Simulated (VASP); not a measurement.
A run of VASP 6.6.1:

Contents of INCAR:

```
PREC = Accurate
ENCUT = 500
EDIFF = 1E-6
ISMEAR = 0
SIGMA = 0.2
LREAL = F
LASPH = T
NELM = 120
ALGO = Normal
ISIF = 2
LWAVE = F
LCHARG = T
GGA = PE
LELF = T
LVHAR = T
NBANDS = 24
GGA_COMPAT = F
```

File KPOINTS:

```
Automatic mesh
0
Gamma
  4 4 4
```

File POSCAR:

```
TaAl5B
1.0
   -3.3781091912      3.3781091912      2.2979832863
    3.3781091912     -3.3781091912      2.2979832863
    3.3781091912      3.3781091912     -2.2979832863
Ta Al B
1 5 1
Direct
    0.0000000000      0.0000000000      0.0000000000
    0.6921099021      0.6921099021      0.3842198041
    0.3078900979      0.3078900979      0.6157801959
    0.3078900979      0.6921099021      0.0000000000
    0.6921099021      0.3078900979      0.0000000000
    0.7500000000      0.2500000000      0.5000000000
    0.2500000000      0.7500000000      0.5000000000
```

Potentials or basis: VASP PAW PBE potentials, release 64 (Ta_pv, Al, B).

Run with:

```bash
$ cat potpaw_PBE.64/Ta_pv/POTCAR potpaw_PBE.64/Al/POTCAR potpaw_PBE.64/B/POTCAR > POTCAR
$ mpirun -np 1 vasp_std > vasp.out
```

Hardware: 1 thread of Intel(R) Xeon(R) 6975P-C (Granite Rapids), on a shared host.

**Question.** Estimate the wall time of this run.

**Answer.** Run time: 18 s on 1 thread of Intel(R) Xeon(R) 6975P-C (Granite Rapids), on a shared host, peak memory 0.25 GiB. Counts: scf iterations 14, k points 13.
